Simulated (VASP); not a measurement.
# CuO3 (ReO3 type) (Pm-3m) in VASP: single point with PBE

Aim: the single point of CuO3 (ReO3 type) with PBE.

Everything below comes from runs of VASP 6.6.1. Logs are shortened: lines on timing, memory, paths and dates and some standing lists are left out, and cuts for length are marked.

## Step 1: The cell of the first run

The structure is cubic, space group Pm-3m (No. 221). Conventional cell: a = 3.733 Å, b = 3.733 Å, c = 3.733 Å, α = 90.00°, β = 90.00°, γ = 90.00°. Within 2.5 Å of Cu (site symmetry m-3m) lie 6 O at 1.87 Å. Within 2.5 Å of O (site symmetry 4/mmm) lie 2 Cu at 1.87 Å.

## Step 2: Single point, PBE

Input file INCAR:

```
SYSTEM = CuO3
  PREC = Accurate
  ENCUT = 520
  EDIFF = 1E-6
  ISMEAR = -1
  SIGMA = 0.06122561905347299
  LREAL = .False.
  LASPH = .True.
  NELM = 60
  ALGO = Normal
  ISIF = 2
  LWAVE = .False.
  LCHARG = .False.
  GGA = PE
  NBANDS = 22
```

Input file KPOINTS:

```
regular mesh
0
Gamma
  29 29 29
  0 0 0
```

Input file POSCAR:

```
CuO3
1.0
    3.7325773562      0.0000000000      0.0000000000
    0.0000000000      3.7325773562      0.0000000000
    0.0000000000      0.0000000000      3.7325773562
Cu O
1 3
Direct
    0.0000000000      0.0000000000      0.0000000000
    0.5000000000      0.0000000000      0.0000000000
    0.0000000000      0.5000000000      0.0000000000
    0.0000000000      0.0000000000      0.5000000000
```

Potentials or basis: VASP PAW PBE potentials, release 64 (Cu, O).

On the command line:

```
$ cat potpaw_PBE.64/Cu/POTCAR potpaw_PBE.64/O/POTCAR > POTCAR
$ mpirun -np 1 vasp_std > vasp.out
```

OUTCAR:

```text
SYSTEM = CuO3
   PREC = Accurate
   ENCUT = 520
   EDIFF = 1E-6
   ISMEAR = -1
   LREAL = .False.
   LASPH = .True.
   NELM = 60
   ISIF = 2
   GGA = PE

 ion  position               nearest neighbor table
   1  0.000  0.000  0.000-   2 1.87   3 1.87   4 1.87   4 1.87   3 1.87   2 1.87
   2  0.500  0.000  0.000-   1 1.87   1 1.87
   3  0.000  0.500  0.000-   1 1.87   1 1.87
   4  0.000  0.000  0.500-   1 1.87   1 1.87

  LATTYP: Found a simple cubic cell.
 ALAT       =     3.7325773562

  Lattice vectors:

 A1 = (   3.7325773562,   0.0000000000,   0.0000000000)
 A2 = (   0.0000000000,   3.7325773562,   0.0000000000)
 A3 = (   0.0000000000,   0.0000000000,   3.7325773562)

Analysis of symmetry for initial positions (statically):
=====================================================================
 Subroutine PRICEL returns:
 Original cell was already a primitive cell.

 Routine SETGRP: Setting up the symmetry group for a
 simple cubic supercell.

 Subroutine GETGRP returns: Found 48 space group operations
 (whereof 48 operations were pure point group operations)
 out of a pool of 48 trial point group operations.

The static configuration has the point symmetry O_h .

Analysis of symmetry for dynamics (positions and initial velocities):
=====================================================================
 Subroutine PRICEL returns:
 Original cell was already a primitive cell.

 Routine SETGRP: Setting up the symmetry group for a
 simple cubic supercell.

 Subroutine GETGRP returns: Found 48 space group operations
 (whereof 48 operations were pure point group operations)
 out of a pool of 48 trial point group operations.

The dynamic configuration has the point symmetry O_h .

 Subroutine INISYM returns: Found 48 space group operations
 (whereof 48 operations are pure point group operations),
 and found     1 'primitive' translations

----------------------------------------------------------------------------------------

                                     Primitive cell

  volume of cell :      52.0028

  direct lattice vectors                    reciprocal lattice vectors
     3.732577356  0.000000000  0.000000000     0.267911393  0.000000000  0.000000000
     0.000000000  3.732577356  0.000000000     0.000000000  0.267911393  0.000000000
     0.000000000  0.000000000  3.732577356     0.000000000  0.000000000  0.267911393

  length of vectors
     3.732577356  3.732577356  3.732577356     0.267911393  0.267911393  0.267911393

  position of ions in fractional coordinates (direct lattice)
     0.000000000  0.000000000  0.000000000
     0.500000000  0.000000000  0.000000000
     0.000000000  0.500000000  0.000000000
     0.000000000  0.000000000  0.500000000

  ion indices of the primitive-cell ions
   primitive index   ion index
                 1           1
                 2           2
                 3           3
                 4           4

----------------------------------------------------------------------------------------

 KPOINTS: regular mesh

Automatic generation of k-mesh.
 Grid dimensions read from file:
 generate k-points for:   29   29   29

 Generating k-lattice:

  Cartesian coordinates                     Fractional coordinates (reciprocal lattice)
     0.009238324  0.000000000  0.000000000     0.034482759  0.000000000  0.000000000
     0.000000000  0.009238324  0.000000000     0.000000000  0.034482759  0.000000000
     0.000000000  0.000000000  0.009238324     0.000000000  0.000000000  0.034482759

  Length of vectors
     0.009238324  0.009238324  0.009238324

  Shift w.r.t. Gamma in fractional coordinates (k-lattice)
     0.000000000  0.000000000  0.000000000

 Subroutine IBZKPT returns following result:
 ===========================================

 Found    680 irreducible k-points:

 Following reciprocal coordinates:
            Coordinates               Weight
  0.000000  0.000000  0.000000      1.000000
  0.034483  0.000000  0.000000      6.000000
  0.068966  0.000000  0.000000      6.000000
  0.103448  0.000000  0.000000      6.000000
  0.137931  0.000000  0.000000      6.000000
  0.172414  0.000000  0.000000      6.000000
[... 16 lines left out ...]
  0.275862  0.034483  0.000000     24.000000
  0.310345  0.034483  0.000000     24.000000
 [... further k-points ...]
   k-points           NKPTS =    680   k-points in BZ     NKDIM =    680   number of bands    NBANDS=     22
   number of dos      NEDOS =    301   number of ions     NIONS =      4
   total plane-waves  NPLWV =  21952
   dimension x,y,z NGX =    28 NGY =   28 NGZ =   28
   dimension x,y,z NGXF=    56 NGYF=   56 NGZF=   56
   ions per type =               1   3
   NGX,Y,Z   is equivalent  to a cutoff of  12.47, 12.47, 12.47 a.u.
   NGXF,Y,Z  is equivalent  to a cutoff of  24.94, 24.94, 24.94 a.u.
 SYSTEM =  CuO3
   PREC   = accura    normal or accurate (medium, high low for compatibility)
   ISTART =      0    job   : 0-new  1-cont  2-samecut
   ICHARG =      2    charge: 1-file 2-atom 10-const
   ISPIN  =      1    spin polarized calculation?
   LNONCOLLINEAR =      F non collinear calculations
   LSORBIT =      F    spin-orbit coupling
   LASPH  =      T    aspherical Exc in radial PAW
   ENCUT  =  520.0 eV  38.22 Ry    6.18 a.u.   6.94  6.94  6.94*2*pi/ulx,y,z
   NELM   =     60;   NELMIN=  2; NELMDL= -5     # of ELM steps
   EDIFF  = 0.1E-05   stopping-criterion for ELM
   LREAL  =      F    real-space projection
   EDIFFG = 0.1E-04   stopping-criterion for IOM
   NSW    =      0    number of steps for IOM
   IBRION =     -1    ionic relax: 0-MD 1-quasi-New 2-CG
   NFREE  =      0    steps in history (QN), initial steepest desc. (CG)
   ISIF   =      2    stress and relaxation
   ISYM   =      2    0-nonsym 1-usesym 2-fastsym
   POTIM  = 0.5000    time-step for ionic-motion
   TEBEG  =    0.0;   TEEND  =   0.0 temperature during run
   PSTRESS=    0.0 pullay stress
   NELECT =      29.0000    total number of electrons
   NUPDOWN=      -1.0000    fix difference up-down
   EMIN   =  10.00;   EMAX   =-10.00  energy-range for DOS
   EFERMI =   0.00;   METHOD = LEGACY
   ISMEAR =    -1;   SIGMA  =   0.06  broadening in eV -4-tet -1-fermi 0-gaus
   EFERMI_NEDOS =   21; number of points for ismear=-14 and -15
   IALGO  =     38    algorithm
   IMIX   =      4    mixing-type and parameters
     AMIX     =   0.40;   BMIX     =  1.00
     AMIX_MAG =   1.60;   BMIX_MAG =  1.00
  volume/ion in A,a.u.               =      13.00        87.73
  Fermi-wavevector in a.u.,A,eV,Ry     =   1.347510  2.546425 24.705232  1.815783
  Thomas-Fermi vector in A             =   2.475255
   LORBIT       =      0    0 simple, 1 ext, 2 COOP (PROOUT), +10 PAW based schemes
   GGA     = PE    functional components
   LHFCALC =     F    Hartree Fock is set to
   AEXX    =    0.0000 exact exchange contribution
   IVDW    =     0    specifies the selected vdW correction
   LEPSILON=     F    determine dielectric tensor
   LRPA    =     F    only Hartree local field effects (RPA)
 non-spin polarized calculation
  energy-cutoff  :      520.00
  volume of cell :       52.00
 maximum number of plane-waves:      1418
 NGX is ok and might be reduce to    28
   NGX = 13   NGY = 13   NGZ = 13

 number of electron      28.9999999 magnetization

 Free energy of the ion-electron system (eV)
  ---------------------------------------------------
  ext. energy  EPLUGINS =         0.00000000
  ---------------------------------------------------
  free energy    TOTEN  =       -15.27330284 eV

  energy without entropy =      -15.16831979  energy(sigma->0) =      -15.22081132

 E-fermi :  -0.7687     XC(G=0):  -9.3756

 val. band max:       -0.7693172926   @ k =   0.4138   0.1724   0.0690
 cond. band min:      -0.7684491809   @ k =   0.4828   0.1379   0.1034
 fundamental gap:      0.0008681117
 Fermi energy:        -0.7687443357

 k-point     1 :       0.0000    0.0000    0.0000
  band No.  band energies     occupation
      1     -18.8490      2.00000
      2     -17.0621      2.00000
      3     -17.0621      2.00000
      4      -4.7749      2.00000
      5      -4.7749      2.00000
      6      -4.7749      2.00000
[... 14 lines left out ...]
     21      15.4465      0.00000
     22      17.5656      0.00000

 k-point     2 :       0.0345    0.0000    0.0000
  band No.  band energies     occupation
      1     -18.8439      2.00000
      2     -17.0646      2.00000
      3     -17.0619      2.00000
      4      -4.8249      2.00000
      5      -4.7740      2.00000
      6      -4.7740      2.00000
[... 14 lines left out ...]
     21      15.4651      0.00000
     22      17.5629      0.00000

 k-point     3 :       0.0690    0.0000    0.0000
  band No.  band energies     occupation
      1     -18.8291      2.00000
      2     -17.0720      2.00000
      3     -17.0610      2.00000
      4      -4.9594      2.00000
      5      -4.7715      2.00000
      6      -4.7715      2.00000
[... 14 lines left out ...]
     21      15.5203      0.00000
     22      17.5361      0.00000

 k-point     4 :       0.1034    0.0000    0.0000
  band No.  band energies     occupation
      1     -18.8048      2.00000
      2     -17.0844      2.00000
      3     -17.0598      2.00000
      4      -5.1480      2.00000
      5      -4.7673      2.00000
      6      -4.7673      2.00000
[... 14 lines left out ...]
     21      15.6108      0.00000
     22      17.4994      0.00000

 k-point     5 :       0.1379    0.0000    0.0000
  band No.  band energies     occupation
      1     -18.7715      2.00000
      2     -17.1016      2.00000
      3     -17.0581      2.00000
      4      -5.3644      2.00000
      5      -4.7614      2.00000
      6      -4.7614      2.00000
[... 14 lines left out ...]
     21      15.7338      0.00000
     22      17.4494      0.00000

 k-point     6 :       0.1724    0.0000    0.0000
  band No.  band energies     occupation
      1     -18.7301      2.00000
      2     -17.1238      2.00000
      3     -17.0560      2.00000
      4      -5.5908      2.00000
      5      -4.7542      2.00000
      6      -4.7542      2.00000
[... 14 lines left out ...]
     21      15.8859      0.00000
     22      17.3877      0.00000

 k-point     7 :       0.2069    0.0000    0.0000
  band No.  band energies     occupation
      1     -18.6817      2.00000
      2     -17.1502      2.00000
      3     -17.0538      2.00000
      4      -5.8155      2.00000
      5      -4.7455      2.00000
      6      -4.7455      2.00000
[... 324 lines left out ...]
      6      -4.7535      2.00000
[... 14 lines left out ...]
     21      15.8467      0.00000
     22      17.3912      0.00000

 k-point    21 :       0.2069    0.0345    0.0000
  band No.  band energies     occupation
      1     -18.6767      2.00000
      2     -17.1503      2.00000
      3     -17.0555      2.00000
      4      -5.8145      2.00000
      5      -4.7887      2.00000
      6      -4.7449      2.00000
[... 14 lines left out ...]
     21      16.0160      0.00000
     22      17.3289      0.00000

 k-point    22 :       0.2414    0.0345    0.0000
  band No.  band energies     occupation
      1     -18.6227      2.00000
      2     -17.1811      2.00000
      3     -17.0531      2.00000
      4      -6.0295      2.00000
      5      -4.7766      2.00000
      6      -4.7352      2.00000
[... 14 lines left out ...]
     21      16.1997      0.00000
     22      17.2459      0.00000

 k-point    23 :       0.2759    0.0345    0.0000
  band No.  band energies     occupation
      1     -18.5648      2.00000
      2     -17.2154      2.00000
      3     -17.0505      2.00000
      4      -6.2286      2.00000
      5      -4.7630      2.00000
      6      -4.7246      2.00000
[... 14 lines left out ...]
     21      16.3870      0.00000
     22      17.1593      0.00000

 k-point    24 :       0.3103    0.0345    0.0000
  band No.  band energies     occupation
      1     -18.5051      2.00000
      2     -17.2523      2.00000
      3     -17.0480      2.00000
      4      -6.4070      2.00000
      5      -4.7483      2.00000
      6      -4.7134      2.00000
[... 14 lines left out ...]
     21      16.5603      0.00000
     22      17.0870      0.00000

 [... further k-points ...]

------------------------ aborting loop because EDIFF is reached ----------------------------------------

  FORCE on cell =-STRESS in cart. coord.  units (eV):
  Direction    XX          YY          ZZ          XY          YZ          ZX
  --------------------------------------------------------------------------------------
  -------------------------------------------------------------------------------------
  Total        0.2833829      0.2833829      0.2833829      0.0000000      0.0000000     -0.0000000
  in kB        8.7308759      8.7308759      8.7308759      0.0000000      0.0000000     -0.0000000
  external PRESSURE =       8.7308759 kB  Pullay stress =       0.0000000 kB

 VOLUME and BASIS-vectors are now :
 -----------------------------------------------------------------------------
  energy-cutoff  :      520.00
  volume of cell :       52.00
      direct lattice vectors                 reciprocal lattice vectors
     3.732577356  0.000000000  0.000000000     0.267911393  0.000000000  0.000000000
     0.000000000  3.732577356  0.000000000     0.000000000  0.267911393  0.000000000
     0.000000000  0.000000000  3.732577356     0.000000000  0.000000000  0.267911393

 POSITION                                       TOTAL-FORCE (eV/Angst)
 -----------------------------------------------------------------------------------
      0.00000      0.00000      0.00000         0.000000      0.000000      0.000000
      1.86629      0.00000      0.00000         0.000000      0.000000      0.000000
      0.00000      1.86629      0.00000         0.000000      0.000000      0.000000
      0.00000      0.00000      1.86629         0.000000      0.000000      0.000000
 -----------------------------------------------------------------------------------
    total drift:                                0.000000      0.000000     -0.000000

  FREE ENERGIE OF THE ION-ELECTRON SYSTEM (eV)
  ---------------------------------------------------
  free  energy   TOTEN  =       -15.2733028425 eV

  energy  without entropy=      -15.1683197935  energy(sigma->0) =      -15.22081132
```

Run time: 7.7 min. Hardware: 1 thread of AMD EPYC 9R45 (Zen 5), shared host; peak memory 0.67 GiB.

Results:

```
Free energy            : -15.2733 eV
Pressure               : 0.9 GPa
Band gap on the k mesh : zero (an odd number of electrons rules out a gap without spin polarisation)
```

Caveat: an odd number of electrons without spin polarisation forces a metal; a magnetic or distorted state may lie lower; semilocal functionals often make such compounds metallic where correlation or magnetic order opens a gap, which also shifts bond lengths. With open d or f shells a metallic result of PBE can be an artefact of self-interaction; +U or a hybrid may open a gap.
